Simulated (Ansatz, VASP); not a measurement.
## Two plane-wave programs on ScSi2

```
Sc Si
1.0
     3.66000    0.00000    0.00000
    -1.83000    3.16965    0.00000
     0.00000    0.00000    3.87000
Sc Si
1 2
Direct
  0.00000 0.00000 0.00000
  0.66667 0.33333 0.50000
  0.33333 0.66667 0.50000
```

Alike in both runs: task single point; functional r2SCAN; dispersion D4; k mesh 8 × 8 × 7; occupations fermi-dirac, width 0.1 eV; no spin polarisation.

```csv
,VASP,Ansatz
version,VASP 6.6.1,Ansatz 0.2.0
potentials or method,"VASP PAW PBE potentials, release 64 (Sc_sv, Si)",Ansatz PAW
plane-wave cutoff (eV),520,500
valence electrons in the cell,19,19
```

VASP gave:

| Quantity | Value |
| --- | --- |
| gap on the k mesh at the Fermi level (eV) | none |
| pressure (GPa) | 23.2 |
| traceless stress, the component that is largest in VASP (GPa) | -23.52 |

**Question.** Which values does Ansatz return?

**Answer.** gap on the k mesh at the Fermi level (eV): none; pressure (GPa): 23.0; traceless stress, the component that is largest in VASP (GPa): -23.86.

VASP's potentials were made for PBE, not for r2SCAN. A gap of «none» marks a metal or a gap that the smearing closes.
